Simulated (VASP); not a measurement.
# Co: electric field gradients with PBE

Co:

```xyz
2
Lattice="2.5190 0.0000 0.0000 -1.2595 2.1815 0.0000 0.0000 0.0000 4.0910" Properties=species:S:1:pos:R:3 pbc="T T T"
Co    0.0000    1.4543    1.0228
Co    1.2595    0.7272    3.0682
```

```json
{
 "Program": "VASP 6.6.1",
 "Task": "electric field gradients",
 "Functional": "PBE",
 "Potentials or basis": "VASP PAW PBE potentials, release 64 (Co)",
 "Cutoff": "520 eV",
 "k mesh": "19 × 19 × 10",
 "Occupations": "fermi-dirac, width 0.08 eV",
 "Spin": "collinear spin, ferromagnetic start",
 "Starting moments": "[2.0, 2.0] μB",
 "Dipole correction": "no",
 "Further INCAR settings": "ALGO = Normal; EDIFF = 1e-08; NBANDS = 20"
}
```

```yaml
Pressure: -7.1 GPa
Net_moment: 3.27 μB per cell
Site_moments: Co +1.66 μB
Largest_electric_field_gradient_by_atom: Co -2.1 V/Å²
Valence_electrons_inside_the_program's_atomic_spheres: Co 8.21
```

Stress tensor (GPa, compression positive):
```
-6.76  0.00  0.00
 0.00 -6.76  0.00
 0.00  0.00 -7.86
```

Levels at points of the mesh, in eV from the Fermi level:
Spin up:
```
           k point  band 9  band 10  band 11  band 12  band 13  band 14
(0.00, 0.00, 0.00)   -1.92    -0.90    -0.90    -0.10     5.98    21.73
(0.00, 0.00, 0.50)   -1.19    -1.19    -1.19    -1.19    14.51    14.51
```
Spin down:
| k point | band 5 | band 6 | band 7 | band 8 | band 9 | band 10 |
| --- | --- | --- | --- | --- | --- | --- |
| (0.00, 0.00, 0.00) | -0.89 | -0.54 | -0.54 | -0.18 | -0.12 | -0.12 |
| (0.00, 0.00, 0.50) | -0.94 | -0.94 | -0.94 | -0.94 | 0.70 | 0.70 |

Electric field gradients, principal values (V/Å²):
```csv
atom,least,middle,greatest (by size)
1 Co,1.032,1.033,-2.065
2 Co,1.032,1.033,-2.065
```

It took 6.4 min on 1 thread of Intel Xeon 8259CL (shared host), peak memory 0.26 GiB.

Caveat: the cell stands under tension; without QUAD_EFG the Cq values of the log hold for a quadrupole moment of 1 mb, not for the nuclei.
